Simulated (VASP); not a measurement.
**Ag: single point with PBE**

The system is Ag.

```
CELL_PARAMETERS angstrom
0.00000 2.07369 2.07369
2.07369 0.00000 2.07369
2.07369 2.07369 0.00000
ATOMIC_POSITIONS crystal
Ag 0.00000 0.00000 0.00000
```

```yaml
Program: VASP 6.6.1
Task: single point
Functional: PBE
Potentials_or_basis: VASP PAW PBE potentials, release 64 (Ag)
Cutoff: 520 eV
k_mesh: 18 × 18 × 18
Occupations: gaussian, width 0.1 eV
Spin: no spin polarisation
Dipole_correction: no
Further_INCAR_settings: ALGO = Normal; EDIFF = 1e-06; NBANDS = 12
```

- Pressure: -0.1 GPa

Levels at points of the mesh, in eV from the Fermi level:
| k point | band 3 | band 4 | band 5 | band 6 | band 7 | band 8 | band 9 | band 10 |
| --- | --- | --- | --- | --- | --- | --- | --- | --- |
| (0.00, 0.00, 0.00) | -4.62 | -4.62 | -3.66 | -3.66 | 15.95 | 19.26 | 19.26 | 19.26 |
| (0.50, 0.00, 0.00) | -4.64 | -2.93 | -2.93 | -0.25 | 3.39 | 15.18 | 17.44 | 17.44 |
| (0.50, 0.50, 0.00) | -2.96 | -2.74 | -2.74 | 1.68 | 6.43 | 10.47 | 10.47 | 16.69 |

It took 31 s on 1 thread of Intel(R) Xeon(R) Platinum 8259CL CPU @ 2.50GHz (Skylake/Cascade Lake), with other jobs on the host, peak memory 0.16 GiB.
